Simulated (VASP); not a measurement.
# Be3Se2O in VASP: further runs

Runs on Be3Se2O. Level: PBE. Tasks: single point, relaxation of cell and atoms.

All numbers are computed with VASP 6.6.1; they aren't measurements. Logs are shortened: lines on timing, memory, paths and dates and some standing lists are left out, and cuts for length are marked.

**1. The cell of the first run**

It takes space group P6mm (No. 183, hexagonal). The conventional cell has a = 4.267 Å, b = 4.267 Å, c = 5.740 Å, α = 90.00°, β = 90.00°, γ = 120.00°. Within 2.8 Å of Be (site symmetry 2mm) lie 4 Be at 2.13 Å and 2 O at 2.13 Å. Within 3.3 Å of Se (site symmetry 3m) lie 3 Se at 2.46 Å and 6 Be at 3.11 to 3.13 Å. O (site symmetry 6mm) has 6 Be at 2.13 Å within 2.8 Å.

The cell was built from a structure type or drawn by symmetry, and may not be a known phase.

**2. Single point, PBE**

Input file INCAR:

```
PREC = Accurate ; ENCUT = 520
EDIFF = 1E-6 ; ISMEAR = 0
SIGMA = 0.1 ; LREAL = F
LASPH = T ; NELM = 100
ALGO = Normal ; ISIF = 2
LWAVE = F ; LCHARG = F
GGA = PE ; NBANDS = 21
```

Input file KPOINTS:

```
regular mesh
0
Gamma
  6 6 4
```

Input file POSCAR:

```
Be3Se2O
1.0
    4.2671835248     -0.0000000027      0.0000000000
   -2.1335917600      3.6954893364      0.0000000000
    0.0000000000      0.0000000000      5.7402661105
Be Se O
3 2 1
Direct
    0.5000000000      0.0000000000      0.7439215902
    0.0000000000      0.5000000000      0.7439215902
    0.5000000000      0.5000000000      0.7439215902
    0.3333333333      0.6666666667      0.2459339360
    0.6666666667      0.3333333333      0.2459339360
    0.0000000000      0.0000000000      0.7450281273
```

Potentials or basis: VASP PAW PBE potentials, release 64 (Be, Se, O).

Launch:

```
$ cat potpaw_PBE.64/Be/POTCAR potpaw_PBE.64/Se/POTCAR potpaw_PBE.64/O/POTCAR > POTCAR
$ mpirun -np 1 vasp_std > vasp.out
```

OUTCAR:

```text
PREC = Accurate
   ENCUT = 520
   EDIFF = 1E-6
   ISMEAR = 0
   LREAL = F
   LASPH = T
   NELM = 100
   ISIF = 2
   GGA = PE

 ion  position               nearest neighbor table
   1  0.500  0.000  0.744-   3 2.13   3 2.13   2 2.13   2 2.13   6 2.13   6 2.13
   2  0.000  0.500  0.744-   1 2.13   1 2.13   3 2.13   3 2.13   6 2.13   6 2.13
   3  0.500  0.500  0.744-   1 2.13   1 2.13   2 2.13   2 2.13   6 2.13   6 2.13
   4  0.333  0.667  0.246-   5 2.46   5 2.46   5 2.46
   5  0.667  0.333  0.246-   4 2.46   4 2.46   4 2.46
   6  0.000  0.000  0.745-   2 2.13   2 2.13   3 2.13   3 2.13   1 2.13   1 2.13

  LATTYP: Found a hexagonal cell.
 ALAT       =     4.2671835248
 C/A-ratio  =     1.3452119125

  Lattice vectors:

 A1 = (   4.2671835248,  -0.0000000027,   0.0000000000)
 A2 = (  -2.1335917600,   3.6954893364,   0.0000000000)
 A3 = (   0.0000000000,   0.0000000000,   5.7402661105)

Analysis of symmetry for initial positions (statically):
=====================================================================
 Subroutine PRICEL returns:
 Original cell was already a primitive cell.

 Routine SETGRP: Setting up the symmetry group for a
 hexagonal supercell.

 Subroutine GETGRP returns: Found 12 space group operations
 (whereof 12 operations were pure point group operations)
 out of a pool of 24 trial point group operations.

The static configuration has the point symmetry C_6v.

Analysis of symmetry for dynamics (positions and initial velocities):
=====================================================================
 Subroutine PRICEL returns:
 Original cell was already a primitive cell.

 Routine SETGRP: Setting up the symmetry group for a
 hexagonal supercell.

 Subroutine GETGRP returns: Found 12 space group operations
 (whereof 12 operations were pure point group operations)
 out of a pool of 24 trial point group operations.

The dynamic configuration has the point symmetry C_6v.

 Subroutine INISYM returns: Found 12 space group operations
 (whereof 12 operations are pure point group operations),
 and found     1 'primitive' translations

----------------------------------------------------------------------------------------

                                     Primitive cell

  volume of cell :      90.5202

  direct lattice vectors                    reciprocal lattice vectors
     4.267183525 -0.000000003  0.000000000     0.234346612  0.135300079  0.000000000
    -2.133591760  3.695489336  0.000000000     0.000000000  0.270600159  0.000000000
     0.000000000  0.000000000  5.740266111     0.000000000  0.000000000  0.174207951

  length of vectors
     4.267183525  4.267183525  5.740266111     0.270600159  0.270600159  0.174207951

  position of ions in fractional coordinates (direct lattice)
     0.500000000  1.000000000  0.743921590
     0.000000000  0.500000000  0.743921590
     0.500000000  0.500000000  0.743921590
     0.333333333  0.666666667  0.245933936
     0.666666667  0.333333333  0.245933936
     0.000000000  0.000000000  0.745028127

  ion indices of the primitive-cell ions
   primitive index   ion index
                 1           1
                 2           2
                 3           3
                 4           4
                 5           5
                 6           6

----------------------------------------------------------------------------------------

 KPOINTS: regular mesh

Automatic generation of k-mesh.
 Grid dimensions read from file:
 generate k-points for:    6    6    4

 Generating k-lattice:

  Cartesian coordinates                     Fractional coordinates (reciprocal lattice)
     0.039057769  0.022550013  0.000000000     0.166666667  0.000000000  0.000000000
     0.000000000  0.045100026  0.000000000     0.000000000  0.166666667  0.000000000
     0.000000000  0.000000000  0.043551988     0.000000000  0.000000000  0.250000000

  Length of vectors
     0.045100026  0.045100026  0.043551988

  Shift w.r.t. Gamma in fractional coordinates (k-lattice)
     0.000000000  0.000000000  0.000000000

 Subroutine IBZKPT returns following result:
 ===========================================

 Found     21 irreducible k-points:

 Following reciprocal coordinates:
            Coordinates               Weight
  0.000000  0.000000  0.000000      1.000000
  0.166667  0.000000  0.000000      6.000000
  0.333333  0.000000  0.000000      6.000000
  0.500000  0.000000  0.000000      3.000000
  0.166667  0.166667  0.000000      6.000000
  0.333333  0.166667  0.000000     12.000000
[... 13 lines left out ...]
  0.333333  0.166667  0.500000     12.000000
  0.333333  0.333333  0.500000      2.000000
   k-points           NKPTS =     21   k-points in BZ     NKDIM =     21   number of bands    NBANDS=     21
   number of dos      NEDOS =    301   number of ions     NIONS =      6
   total plane-waves  NPLWV =  49152
   dimension x,y,z NGX =    32 NGY =   32 NGZ =   48
   dimension x,y,z NGXF=    64 NGYF=   64 NGZF=   96
   ions per type =               3   2   1
   NGX,Y,Z   is equivalent  to a cutoff of  12.47, 12.47, 13.90 a.u.
   NGXF,Y,Z  is equivalent  to a cutoff of  24.93, 24.93, 27.80 a.u.
 SYSTEM =  unknown system
   PREC   = accura    normal or accurate (medium, high low for compatibility)
   ISTART =      0    job   : 0-new  1-cont  2-samecut
   ICHARG =      2    charge: 1-file 2-atom 10-const
   ISPIN  =      1    spin polarized calculation?
   LNONCOLLINEAR =      F non collinear calculations
   LSORBIT =      F    spin-orbit coupling
   LASPH  =      T    aspherical Exc in radial PAW
   ENCUT  =  520.0 eV  38.22 Ry    6.18 a.u.   7.93  7.93 10.67*2*pi/ulx,y,z
   NELM   =    100;   NELMIN=  2; NELMDL= -5     # of ELM steps
   EDIFF  = 0.1E-05   stopping-criterion for ELM
   LREAL  =      F    real-space projection
   EDIFFG = 0.1E-04   stopping-criterion for IOM
   NSW    =      0    number of steps for IOM
   IBRION =     -1    ionic relax: 0-MD 1-quasi-New 2-CG
   NFREE  =      0    steps in history (QN), initial steepest desc. (CG)
   ISIF   =      2    stress and relaxation
   ISYM   =      2    0-nonsym 1-usesym 2-fastsym
   POTIM  = 0.5000    time-step for ionic-motion
   TEBEG  =    0.0;   TEEND  =   0.0 temperature during run
   PSTRESS=    0.0 pullay stress
   NELECT =      24.0000    total number of electrons
   NUPDOWN=      -1.0000    fix difference up-down
   EMIN   =  10.00;   EMAX   =-10.00  energy-range for DOS
   EFERMI =   0.00;   METHOD = LEGACY
   ISMEAR =     0;   SIGMA  =   0.10  broadening in eV -4-tet -1-fermi 0-gaus
   EFERMI_NEDOS =   21; number of points for ismear=-14 and -15
   IALGO  =     38    algorithm
   IMIX   =      4    mixing-type and parameters
     AMIX     =   0.40;   BMIX     =  1.00
     AMIX_MAG =   1.60;   BMIX_MAG =  1.00
  volume/ion in A,a.u.               =      15.09       101.81
  Fermi-wavevector in a.u.,A,eV,Ry     =   1.051712  1.987447 15.049377  1.106098
  Thomas-Fermi vector in A             =   2.186766
   LORBIT       =      0    0 simple, 1 ext, 2 COOP (PROOUT), +10 PAW based schemes
   GGA     = PE    functional components
   LHFCALC =     F    Hartree Fock is set to
   AEXX    =    0.0000 exact exchange contribution
   IVDW    =     0    specifies the selected vdW correction
   LEPSILON=     F    determine dielectric tensor
   LRPA    =     F    only Hartree local field effects (RPA)
 non-spin polarized calculation
 Gauss-broadening in eV      SIGMA  =   0.10
  energy-cutoff  :      520.00
  volume of cell :       90.52
 maximum number of plane-waves:      2448
 NGX is ok and might be reduce to    32
   NGX = 15   NGY = 15   NGZ = 21

 number of electron      23.9999997 magnetization

 Free energy of the ion-electron system (eV)
  ---------------------------------------------------
  ext. energy  EPLUGINS =         0.00000000
  ---------------------------------------------------
  free energy    TOTEN  =       -21.79652887 eV

  energy without entropy =      -21.78509440  energy(sigma->0) =      -21.79081163

 E-fermi :   4.0317     XC(G=0):  -9.5122

 val. band max:        4.0010097235   @ k =   0.3333   0.1667   0.5000
 cond. band min:       4.0397810337   @ k =   0.0000   0.0000   0.0000
 fundamental gap:      0.0387713102
 Fermi energy:         4.0316598486

 k-point     1 :       0.0000    0.0000    0.0000
  band No.  band energies     occupation
      1     -13.8818      2.00000
      2     -12.4357      2.00000
      3      -5.9505      2.00000
      4      -2.2325      2.00000
      5      -1.5289      2.00000
      6      -1.5289      2.00000
[... 13 lines left out ...]
     20      10.1965      0.00000
     21      11.0286      0.00000

 k-point     2 :       0.1667    0.0000    0.0000
  band No.  band energies     occupation
      1     -13.8645      2.00000
      2     -12.2258      2.00000
      3      -6.8759      2.00000
      4      -1.9842      2.00000
      5      -1.8542      2.00000
      6      -1.5579      2.00000
[... 13 lines left out ...]
     20      10.3620      0.00000
     21      11.0486      0.00000

 k-point     3 :       0.3333    0.0000    0.0000
  band No.  band energies     occupation
      1     -13.8347      2.00000
      2     -11.6285      2.00000
      3      -8.4369      2.00000
      4      -2.3143      2.00000
      5      -2.0871      2.00000
      6      -1.2702      2.00000
[... 13 lines left out ...]
     20      11.0633      0.00000
     21      11.7501      0.00000
[... 385 lines left out ...]
 k-point    20 :       0.3333    0.1667    0.5000
  band No.  band energies     occupation
      1     -13.8190      2.00000
      2     -11.0841      2.00000
      3      -9.3058      2.00000
      4      -2.8558      2.00000
      5      -2.8403      2.00000
      6      -1.5864      2.00000
[... 13 lines left out ...]
     20      10.4768      0.00000
     21      10.9099      0.00000

 k-point    21 :       0.3333    0.3333    0.5000
  band No.  band energies     occupation
      1     -13.8154      2.00000
      2     -10.2608      2.00000
      3     -10.2608      2.00000
      4      -3.2424      2.00000
      5      -2.3939      2.00000
      6      -2.3939      2.00000
[... 13 lines left out ...]
     20      10.3680      0.00000
     21      10.7686      0.00000

------------------------ aborting loop because EDIFF is reached ----------------------------------------

  FORCE on cell =-STRESS in cart. coord.  units (eV):
  Direction    XX          YY          ZZ          XY          YZ          ZX
  --------------------------------------------------------------------------------------
  -------------------------------------------------------------------------------------
  Total        0.2006448      0.2006448      0.0954799      0.0000000     -0.0000000     -0.0000000
  in kB        3.5513472      3.5513472      1.6899639      0.0000000     -0.0000000     -0.0000000
  external PRESSURE =       2.9308861 kB  Pullay stress =       0.0000000 kB

 VOLUME and BASIS-vectors are now :
 -----------------------------------------------------------------------------
  energy-cutoff  :      520.00
  volume of cell :       90.52
      direct lattice vectors                 reciprocal lattice vectors
     4.267183525 -0.000000003  0.000000000     0.234346612  0.135300079  0.000000000
    -2.133591760  3.695489336  0.000000000     0.000000000  0.270600159  0.000000000
     0.000000000  0.000000000  5.740266111     0.000000000  0.000000000  0.174207951

 POSITION                                       TOTAL-FORCE (eV/Angst)
 -----------------------------------------------------------------------------------
      2.13359     -0.00000      4.27031        -0.000000      0.000000      0.014649
     -1.06680      1.84774      4.27031        -0.000000     -0.000000      0.014649
      1.06680      1.84774      4.27031         0.000000     -0.000000      0.014649
      0.00000      2.46366      1.41173         0.000000      0.000000     -0.010065
      2.13359      1.23183      1.41173        -0.000000     -0.000000     -0.010065
      0.00000      0.00000      4.27666        -0.000000      0.000000     -0.023818
 -----------------------------------------------------------------------------------
    total drift:                                0.000000      0.000000      0.000022

  FREE ENERGIE OF THE ION-ELECTRON SYSTEM (eV)
  ---------------------------------------------------
  free  energy   TOTEN  =       -21.7965288695 eV

  energy  without entropy=      -21.7850943963  energy(sigma->0) =      -21.79081163
```

Run time: 18 s. Hardware: 1 thread of Intel Xeon 6975P-C (Granite Rapids), shared host; peak memory 0.22 GiB.

Results:

```yaml
Free_energy: -21.7965 eV
Pressure: 0.3 GPa
Largest_force: 0.024 eV/Å
Band_gap_on_the_k_mesh: zero (bands 12 and 13 overlap by 1.44 eV)
```

Forces in eV/Å, atoms in the order of the input:
```
Be   0.000  0.000  0.015
Be   0.000  0.000  0.015
Be   0.000  0.000  0.015
Se   0.000  0.000 -0.010
Se   0.000  0.000 -0.010
O    0.000  0.000 -0.024
```

Levels at points of the mesh, in eV from the Fermi level:
```tsv
k point	band 8	band 9	band 10	band 11	band 12	band 13	band 14	band 15	band 16	band 17
(0.00, 0.00, 0.00)	-4.92	-4.10	-2.17	-1.71	-0.19	-0.19	0.01	3.96	5.19	5.19
(0.50, 0.00, 0.00)	-3.81	-3.56	-2.87	-1.97	-0.13	2.02	2.78	3.25	4.11	4.36
(0.00, 0.00, 0.50)	-4.90	-3.40	-2.49	-1.46	-0.28	-0.28	1.15	1.39	4.07	4.07
(0.50, 0.00, 0.50)	-4.07	-3.05	-2.40	-0.10	0.88	1.09	2.00	2.35	3.31	3.50
```

**3. Single point, PBE**

This run uses another cell than the first one, of 15.72 Å³/atom.

Input file INCAR:

```
SYSTEM = Be3Se2O
PREC = Accurate
ENCUT = 520
EDIFF = 1E-6
ISMEAR = 0
SIGMA = 0.1
LREAL = .False.
LASPH = .True.
NELM = 100
ALGO = Normal
ISIF = 2
LWAVE = .False.
LCHARG = .False.
GGA = PE
NBANDS = 21
```

Input file KPOINTS:

```
Automatic mesh
0
Gamma
  12 12 8
  0 0 0
```

Input file POSCAR:

```
Be3Se2O
1.0
    4.2549668525      0.0000000000      0.0000000000
   -2.1274834263      3.6849093866      0.0000000000
    0.0000000000      0.0000000000      6.0152459457
Be Se O
3 2 1
Direct
    0.5000000000      0.0000000000      0.5000000000
    0.0000000000      0.5000000000      0.5000000000
    0.5000000000      0.5000000000      0.5000000000
    0.3333333333      0.6666666667      0.0000000000
    0.6666666667      0.3333333333      0.0000000000
    0.0000000000      0.0000000000      0.5000000000
```

Potentials or basis: VASP PAW PBE potentials, release 64 (Be, Se, O).

Launch:

```
$ cat potpaw_PBE.64/Be/POTCAR potpaw_PBE.64/Se/POTCAR potpaw_PBE.64/O/POTCAR > POTCAR
$ mpirun -np 1 vasp_std > vasp.out
```

OUTCAR:

```text
SYSTEM = Be3Se2O
   PREC = Accurate
   ENCUT = 520
   EDIFF = 1E-6
   ISMEAR = 0
   LREAL = .False.
   LASPH = .True.
   NELM = 100
   ISIF = 2
   GGA = PE

 ion  position               nearest neighbor table
   1  0.500  0.000  0.500-   6 2.13   6 2.13   2 2.13   2 2.13   3 2.13   3 2.13
   2  0.000  0.500  0.500-   3 2.13   3 2.13   1 2.13   1 2.13   6 2.13   6 2.13
   3  0.500  0.500  0.500-   2 2.13   2 2.13   6 2.13   6 2.13   1 2.13   1 2.13
   4  0.333  0.667  0.000-   5 2.46   5 2.46   5 2.46
   5  0.667  0.333  0.000-   4 2.46   4 2.46   4 2.46
   6  0.000  0.000  0.500-   1 2.13   1 2.13   3 2.13   3 2.13   2 2.13   2 2.13

[... 783 lines left out ...]
  -------------------------------------------------------------------------------------
  Total        0.0571870      0.0571870      0.0234154     -0.0000000     -0.0000000      0.0000000
  in kB        0.9714751      0.9714751      0.3977742     -0.0000000     -0.0000000      0.0000000
  external PRESSURE =       0.7802414 kB  Pullay stress =       0.0000000 kB

 VOLUME and BASIS-vectors are now :
 -----------------------------------------------------------------------------
  energy-cutoff  :      520.00
  volume of cell :       94.31
      direct lattice vectors                 reciprocal lattice vectors
     4.254966852  0.000000000  0.000000000     0.235019457  0.135688547  0.000000000
    -2.127483426  3.684909387  0.000000000     0.000000000  0.271377094  0.000000000
     0.000000000  0.000000000  6.015245946     0.000000000  0.000000000  0.166244242

 POSITION                                       TOTAL-FORCE (eV/Angst)
 -----------------------------------------------------------------------------------
      2.12748      0.00000      3.00762        -0.000000      0.000000      0.000000
     -1.06374      1.84245      3.00762        -0.000000      0.000000      0.000000
      1.06374      1.84245      3.00762        -0.000000      0.000000      0.000000
     -0.00000      2.45661      0.00000         0.000000      0.000000      0.000000
      2.12748      1.22830      0.00000         0.000000      0.000000      0.000000
      0.00000      0.00000      3.00762        -0.000000      0.000000      0.000000
 -----------------------------------------------------------------------------------
    total drift:                               -0.000000      0.000000     -0.000000

  FREE ENERGIE OF THE ION-ELECTRON SYSTEM (eV)
  ---------------------------------------------------
  free  energy   TOTEN  =       -21.7423592154 eV

  energy  without entropy=      -21.7248082911  energy(sigma->0) =      -21.73358375
```

stdout:

```text
POSCAR found type information on POSCAR BeSeO
 POSCAR found :  3 types and       6 ions
 scaLAPACK will be used
 LDA part: xc-table for (Slater+PW92), standard interpolation
 POSCAR, INCAR and KPOINTS ok, starting setup
 FFT: planning ... GRIDC
 FFT: planning ... GRID_SOFT
 FFT: planning ... GRID
 WAVECAR not read
 entering main loop
```

It took 59 s on 1 thread of Intel Xeon 6975P-C (Granite Rapids), shared host; peak memory 0.33 GiB.

What came out:

```
Free energy            : -21.7424 eV
Pressure               : 0.1 GPa
Band gap on the k mesh : zero (bands 12 and 13 overlap by 1.34 eV)
```

**4. Single point, PBE, collinear spin, ferromagnetic start**

Input file INCAR:

```
PREC = Accurate
ENCUT = 520
EDIFF = 1E-6
ISMEAR = 0
SIGMA = 0.1
LREAL = F
LASPH = T
NELM = 150
ALGO = Normal
ISIF = 2
LWAVE = F
LCHARG = F
ISPIN = 2
MAGMOM = 0 0 0 0 0 1
LORBIT = 11
GGA = PE
NBANDS = 25
```

Input file KPOINTS:

```
Automatic mesh
0
Gamma
  6 6 4
```

POSCAR, as its differences from that of step 3:

```diff
@@ -2,5 +2,5 @@
 1.0
-    4.2549668525      0.0000000000      0.0000000000
-   -2.1274834263      3.6849093866      0.0000000000
-    0.0000000000      0.0000000000      6.0152459457
+    4.2671835248      0.0000000000      0.0000000000
+   -2.1335917624      3.6954893351      0.0000000000
+    0.0000000000      0.0000000000      5.7402661105
 Be Se O
```

Launch:

```
$ cat potpaw_PBE.64/Be/POTCAR potpaw_PBE.64/Se/POTCAR potpaw_PBE.64/O/POTCAR > POTCAR
$ mpirun -np 1 vasp_std > vasp.out
```

Run time: 35 s. Hardware: 1 thread of Intel Xeon 6975P-C (Granite Rapids), shared host; peak memory 0.28 GiB.

The run converged. Its results:

* Free energy: -21.7967 eV
* Pressure: 0.3 GPa
* Band gap on the k mesh: zero (filled and empty bands overlap)
* Net moment: 0.00 μB per cell
* Valence electrons inside the program's atomic spheres: Be 0.92; Se 3.77; O 4.86

Stress tensor (GPa, compression positive):
```
0.35 0.00 0.00
0.00 0.35 0.00
0.00 0.00 0.17
```

Levels at points of the mesh, in eV from the Fermi level:
Spin up:
| k point | band 10 | band 11 | band 12 | band 13 | band 14 | band 15 |
| --- | --- | --- | --- | --- | --- | --- |
| (0.00, 0.00, 0.00) | -2.17 | -1.71 | -0.19 | -0.19 | 0.01 | 3.96 |
| (0.50, 0.00, 0.00) | -2.87 | -1.97 | -0.13 | 2.02 | 2.78 | 3.25 |
| (0.00, 0.00, 0.50) | -2.49 | -1.46 | -0.28 | -0.28 | 1.15 | 1.39 |
| (0.50, 0.00, 0.50) | -2.40 | -0.10 | 0.88 | 1.09 | 2.00 | 2.35 |
Spin down:
| k point | band 8 | band 9 | band 10 | band 11 | band 12 | band 13 | band 14 | band 15 | band 16 | band 17 |
| --- | --- | --- | --- | --- | --- | --- | --- | --- | --- | --- |
| (0.00, 0.00, 0.00) | -4.92 | -4.10 | -2.17 | -1.71 | -0.19 | -0.19 | 0.01 | 3.96 | 5.19 | 5.19 |
| (0.50, 0.00, 0.00) | -3.81 | -3.56 | -2.87 | -1.97 | -0.13 | 2.02 | 2.78 | 3.25 | 4.11 | 4.36 |
| (0.00, 0.00, 0.50) | -4.90 | -3.40 | -2.49 | -1.46 | -0.28 | -0.28 | 1.15 | 1.39 | 4.07 | 4.07 |
| (0.50, 0.00, 0.50) | -4.07 | -3.05 | -2.40 | -0.10 | 0.88 | 1.09 | 2.01 | 2.35 | 3.31 | 3.50 |

(Part 1 of 2 ends here.)
